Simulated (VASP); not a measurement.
Write the native input for VASP 6.6.1 that does the following.

- Task: single point
- Functional: PBE
- Potentials or basis: VASP PAW PBE potentials, release 64 (Si, B)
- Cutoff: 520 eV
- k mesh: 8 × 8 × 8
- Occupations: gaussian, width 0.1 eV
- Spin: no spin polarisation
- Dipole correction: no
- Further INCAR settings: ALGO = Normal; EDIFF = 1e-06; NBANDS = 21

The structure of Si3B4 lies in POSCAR:

```
Si3B4
1.0
    4.8427774142      0.0000000000      0.0000000000
    0.0000000000      4.8427774142      0.0000000000
    0.0000000000      0.0000000000      4.8427774142
Si B
3 4
Direct
    0.0000000000      0.0000000000      0.5000000000
    0.5000000000      0.0000000000      0.0000000000
    0.0000000000      0.5000000000      0.0000000000
    0.1544038952      0.1544038952      0.8455961048
    0.8455961048      0.8455961048      0.8455961048
    0.1544038952      0.8455961048      0.1544038952
    0.8455961048      0.1544038952      0.1544038952
```

These files were run (other wordings do the same):

INCAR

```
  PREC = Accurate
  ENCUT = 520
  EDIFF = 1E-6
  ISMEAR = 0
  SIGMA = 0.1
  LREAL = False
  LASPH = True
  NELM = 60
  ALGO = Normal
  ISIF = 2
  LWAVE = False
  LCHARG = True
  GGA = PE
  LELF = True
  LVHAR = True
  NBANDS = 21
```

KPOINTS

```
Automatic mesh
0
Gamma
  8 8 8
```

Potentials or basis: VASP PAW PBE potentials, release 64 (Si, B).

The run is started by

```bash
$ cat potpaw_PBE.64/Si/POTCAR potpaw_PBE.64/B/POTCAR > POTCAR
$ mpirun -np 1 vasp_std > vasp.out
```

It gave:

```yaml
Pressure: -0.1 GPa
Band_gap_on_the_k_mesh: zero (bands 12 and 13 overlap by 2.32 eV)
```

It took 110 s on 1 thread of Intel Xeon 8259CL, on a shared host, peak memory 0.23 GiB.
